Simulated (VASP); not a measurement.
# O (Fd-3m) in VASP: further runs, part 2 of 2

VASP 6.6.1.

## 3. Relaxation of cell and atoms, PBEsol

INCAR reads:

```
SYSTEM = O
PREC = Accurate
ENCUT = 600
EDIFF = 1E-6
ISMEAR = -1
SIGMA = 0.08
LREAL = .FALSE.
LASPH = .TRUE.
NELM = 100
ALGO = Normal
ISIF = 3
LWAVE = .FALSE.
LCHARG = .FALSE.
GGA = PS
IBRION = 2
NSW = 60
EDIFFG = -0.005
```

KPOINTS reads:

```
Automatic mesh
0
G
  14 14 14
  0 0 0
```

POSCAR reads:

```
O
1.0
    0.0000000000      2.3957099285      2.3957099285
    2.3957099285      0.0000000000      2.3957099285
    2.3957099285      2.3957099285      0.0000000000
O
2
Direct
   -0.1250000000     -0.1250000000     -0.1250000000
    0.1250000000      0.1250000000      0.1250000000
```

Potentials or basis: VASP PAW PBE potentials, release 64 (O).

Launch:

```sh
$ cat potpaw_PBE.64/O/POTCAR > POTCAR
$ mpirun -np 1 vasp_std > vasp.out
```

OUTCAR:

```text
SYSTEM = O
   PREC = Accurate
   ENCUT = 600
   EDIFF = 1E-6
   ISMEAR = -1
   LREAL = .FALSE.
   LASPH = .TRUE.
   NELM = 100
   ISIF = 3
   GGA = PS
   IBRION = 2
   NSW = 60
   EDIFFG = -0.005

 ion  position               nearest neighbor table
   1  0.875  0.875  0.875-
   2  0.125  0.125  0.125-

  LATTYP: Found a face centered cubic cell.
 ALAT       =     4.7914198570

  Lattice vectors:

 A1 = (   0.0000000000,   2.3957099285,   2.3957099285)
 A2 = (   2.3957099285,   0.0000000000,   2.3957099285)
 A3 = (   2.3957099285,   2.3957099285,   0.0000000000)

Analysis of symmetry for initial positions (statically):
=====================================================================
 Subroutine PRICEL returns:
 Original cell was already a primitive cell.

 Routine SETGRP: Setting up the symmetry group for a
 face centered cubic supercell.

 Subroutine GETGRP returns: Found 48 space group operations
 (whereof 12 operations were pure point group operations)
 out of a pool of 48 trial point group operations.

The static configuration has the point symmetry D_3d.
 The point group associated with its full space group is O_h .

Analysis of symmetry for dynamics (positions and initial velocities):
=====================================================================
 Subroutine PRICEL returns:
 Original cell was already a primitive cell.

 Routine SETGRP: Setting up the symmetry group for a
 face centered cubic supercell.

 Subroutine GETGRP returns: Found 48 space group operations
 (whereof 12 operations were pure point group operations)
 out of a pool of 48 trial point group operations.

The dynamic configuration has the point symmetry D_3d.
 The point group associated with its full space group is O_h .

 Subroutine INISYM returns: Found 48 space group operations
 (whereof 12 operations are pure point group operations),
 and found     1 'primitive' translations

----------------------------------------------------------------------------------------

                                     Primitive cell

  volume of cell :      27.5000

  direct lattice vectors                    reciprocal lattice vectors
     0.000000000  2.395709929  2.395709929    -0.208706402  0.208706402  0.208706402
     2.395709929  0.000000000  2.395709929     0.208706402 -0.208706402  0.208706402
     2.395709929  2.395709929  0.000000000     0.208706402  0.208706402 -0.208706402

  length of vectors
     3.388045472  3.388045472  3.388045472     0.361490093  0.361490093  0.361490093

  position of ions in fractional coordinates (direct lattice)
     0.875000000  0.875000000  0.875000000
     0.125000000  0.125000000  0.125000000

  ion indices of the primitive-cell ions
   primitive index   ion index
                 1           1
                 2           2

----------------------------------------------------------------------------------------

 KPOINTS: Automatic mesh

Automatic generation of k-mesh.
 Grid dimensions read from file:
 generate k-points for:   14   14   14

 Generating k-lattice:

  Cartesian coordinates                     Fractional coordinates (reciprocal lattice)
    -0.014907600  0.014907600  0.014907600     0.071428571  0.000000000  0.000000000
     0.014907600 -0.014907600  0.014907600     0.000000000  0.071428571  0.000000000
     0.014907600  0.014907600 -0.014907600     0.000000000  0.000000000  0.071428571

  Length of vectors
     0.025820721  0.025820721  0.025820721

  Shift w.r.t. Gamma in fractional coordinates (k-lattice)
     0.000000000  0.000000000  0.000000000

 Subroutine IBZKPT returns following result:
 ===========================================

 Found    104 irreducible k-points:

 Following reciprocal coordinates:
            Coordinates               Weight
  0.000000  0.000000  0.000000      1.000000
  0.071429  0.000000  0.000000      8.000000
  0.142857  0.000000  0.000000      8.000000
  0.214286  0.000000  0.000000      8.000000
  0.285714  0.000000  0.000000      8.000000
  0.357143  0.000000  0.000000      8.000000
[... 16 lines left out ...]
  0.214286  0.142857  0.000000     24.000000
  0.285714  0.142857  0.000000     24.000000
 [... further k-points ...]
   k-points           NKPTS =    104   k-points in BZ     NKDIM =    104   number of bands    NBANDS=     10
   number of dos      NEDOS =    301   number of ions     NIONS =      2
   total plane-waves  NPLWV =  21952
   dimension x,y,z NGX =    28 NGY =   28 NGZ =   28
   dimension x,y,z NGXF=    56 NGYF=   56 NGZF=   56
   ions per type =               2
   NGX,Y,Z   is equivalent  to a cutoff of  13.74, 13.74, 13.74 a.u.
   NGXF,Y,Z  is equivalent  to a cutoff of  27.48, 27.48, 27.48 a.u.
 SYSTEM =  O
   PREC   = accura    normal or accurate (medium, high low for compatibility)
   ISTART =      0    job   : 0-new  1-cont  2-samecut
   ICHARG =      2    charge: 1-file 2-atom 10-const
   ISPIN  =      1    spin polarized calculation?
   LNONCOLLINEAR =      F non collinear calculations
   LSORBIT =      F    spin-orbit coupling
   LASPH  =      T    aspherical Exc in radial PAW
   ENCUT  =  600.0 eV  44.10 Ry    6.64 a.u.   6.77  6.77  6.77*2*pi/ulx,y,z
   NELM   =    100;   NELMIN=  2; NELMDL= -5     # of ELM steps
   EDIFF  = 0.1E-05   stopping-criterion for ELM
   LREAL  =      F    real-space projection
   EDIFFG = -.5E-02   stopping-criterion for IOM
   NSW    =     60    number of steps for IOM
   IBRION =      2    ionic relax: 0-MD 1-quasi-New 2-CG
   NFREE  =      1    steps in history (QN), initial steepest desc. (CG)
   ISIF   =      3    stress and relaxation
   ISYM   =      2    0-nonsym 1-usesym 2-fastsym
   POTIM  = 0.5000    time-step for ionic-motion
   TEBEG  =    0.0;   TEEND  =   0.0 temperature during run
   PSTRESS=    0.0 pullay stress
   NELECT =      12.0000    total number of electrons
   NUPDOWN=      -1.0000    fix difference up-down
   EMIN   =  10.00;   EMAX   =-10.00  energy-range for DOS
   EFERMI =   0.00;   METHOD = LEGACY
   ISMEAR =    -1;   SIGMA  =   0.08  broadening in eV -4-tet -1-fermi 0-gaus
   EFERMI_NEDOS =   21; number of points for ismear=-14 and -15
   IALGO  =     38    algorithm
   IMIX   =      4    mixing-type and parameters
     AMIX     =   0.40;   BMIX     =  1.00
     AMIX_MAG =   1.60;   BMIX_MAG =  1.00
  volume/ion in A,a.u.               =      13.75        92.79
  Fermi-wavevector in a.u.,A,eV,Ry     =   1.241722  2.346514 20.978460  1.541873
  Thomas-Fermi vector in A             =   2.376107
   LORBIT       =      0    0 simple, 1 ext, 2 COOP (PROOUT), +10 PAW based schemes
   GGA     = PS    functional components
   LHFCALC =     F    Hartree Fock is set to
   AEXX    =    0.0000 exact exchange contribution
   IVDW    =     0    specifies the selected vdW correction
   LEPSILON=     F    determine dielectric tensor
   LRPA    =     F    only Hartree local field effects (RPA)
 conjugate gradient relaxation of ions
 non-spin polarized calculation
  energy-cutoff  :      600.00
  volume of cell :       27.50
 maximum number of plane-waves:       941
   NGX = 13   NGY = 13   NGZ = 13

--------------------------------------- Ionic step        1  -------------------------------------------

 number of electron      11.9999995 magnetization

 Free energy of the ion-electron system (eV)
  ---------------------------------------------------
  ext. energy  EPLUGINS =         0.00000000
  ---------------------------------------------------
  free energy    TOTEN  =        -6.18873602 eV

  energy without entropy =       -6.15325881  energy(sigma->0) =       -6.17099742

 E-fermi :  -2.1066     XC(G=0):  -8.9603

 val. band max:       -2.1148844401   @ k =   0.5000   0.1429   0.0714
 cond. band min:      -2.0817445351   @ k =  -0.2857   0.0714   0.0000
 fundamental gap:      0.0331399050
 Fermi energy:        -2.1065533846

 k-point     1 :       0.0000    0.0000    0.0000
  band No.  band energies     occupation
      1     -21.2965      2.00000
      2     -16.2545      2.00000
      3      -4.8593      2.00000
      4      -4.8593      2.00000
      5      -4.8593      2.00000
      6      -2.4718      1.97939
      7      -2.4718      1.97939
      8      -2.4718      1.97939
      9       7.0191      0.00000
     10      19.8311      0.00000
[... 476 lines left out ...]
  energy  without entropy=       -6.7661574638  energy(sigma->0) =       -6.78107126

--------------------------------------- Ionic step        6  -------------------------------------------

 number of electron      12.0000001 magnetization

 Free energy of the ion-electron system (eV)
  ---------------------------------------------------
  ext. energy  EPLUGINS =         0.00000000
  ---------------------------------------------------
  free energy    TOTEN  =        -6.79599894 eV

  energy without entropy =       -6.76617820  energy(sigma->0) =       -6.78108857

 E-fermi :   0.8684     XC(G=0): -10.4852

 val. band max:        0.8546050008   @ k =  -0.2143   0.1429   0.0000
 cond. band min:       0.8980214612   @ k =   0.2143   0.0714   0.0000
 fundamental gap:      0.0434164604
 Fermi energy:         0.8683503083

 k-point     1 :       0.0000    0.0000    0.0000
  band No.  band energies     occupation
      1     -20.9624      2.00000
      2     -12.4319      2.00000
      3      -3.1302      2.00000
      4      -3.1302      2.00000
      5      -3.1302      2.00000
      6       0.1564      1.99973
      7       0.1564      1.99973
      8       0.1564      1.99973
      9      10.5657      0.00000
     10      24.5262      0.00000
[... 328 lines left out ...]
  FREE ENERGIE OF THE ION-ELECTRON SYSTEM (eV)
  ---------------------------------------------------
  free  energy   TOTEN  =        -6.7959989433 eV

  energy  without entropy=       -6.7661781993  energy(sigma->0) =       -6.78108857

 reached required accuracy - stopping structural energy minimisation
```

CONTCAR:

```text
O
   1.00000000000000
     0.0000000000000000    2.1681312843693097    2.1681312843693097
     2.1681312843693097    0.0000000000000000    2.1681312843693097
     2.1681312843693097    2.1681312843693097   -0.0000000000000000
  O
     2
Direct
     0.8750000000000000    0.8750000000000000    0.8750000000000000
     0.1250000000000000    0.1250000000000000    0.1250000000000000

  0.00000000E+00  0.00000000E+00  0.00000000E+00
  0.00000000E+00  0.00000000E+00  0.00000000E+00
```

Run time: 1.7 min. Hardware: 1 thread of Intel Xeon Platinum 8375C at 2.90GHz (Ice Lake), shared host; peak memory 0.16 GiB.

Results:

| Property | Result |
| --- | --- |
| Free energy | -6.7960 eV |
| Relaxed volume | 10.19 Å³/atom |
| Relaxed cell | a = 3.066 Å, b = 3.066 Å, c = 3.066 Å, α = 60.00°, β = 60.00°, γ = 60.00° |
| Space group after relaxing (to 0.05 Å) | Fd-3m (No. 227) |
| Energy gained by relaxing | 303.6 meV/atom |
| Ionic steps | 6 |
| Pressure after relaxing | 0.0 GPa |
| Band gap on the k mesh | zero (band 6 reaches 1.30 eV, above the bottom of band 7 at 0.16 eV) |

Step by step:
```tsv
step	energy change (eV)	largest force (eV/Å)	pressure (GPa)	volume (Å³)
1	0.0000	0.0000	-20.57	27.50
2	-0.5984	0.0000	-4.13	21.06
3	-0.6072	0.0000	-0.29	20.43
4	-0.6071	0.0000	0.58	20.30
5	-0.6072	0.0000	-0.18	20.41
6	-0.6073	0.0000	0.00	20.38
```

Final structure:
```yaml
crystal:
  lattice:
    - [0.00000, 2.16813, 2.16813]
    - [2.16813, 0.00000, 2.16813]
    - [2.16813, 2.16813, 0.00000]
  atoms:
    - { symbol: O, position: [0.87500, 0.87500, 0.87500] }
    - { symbol: O, position: [0.12500, 0.12500, 0.12500] }
```

Caveat: the volume moved by over 15 % at a fixed basis, so the end points are rough; the PAW data sets were made with another functional, which shifts forces and pressure a little.
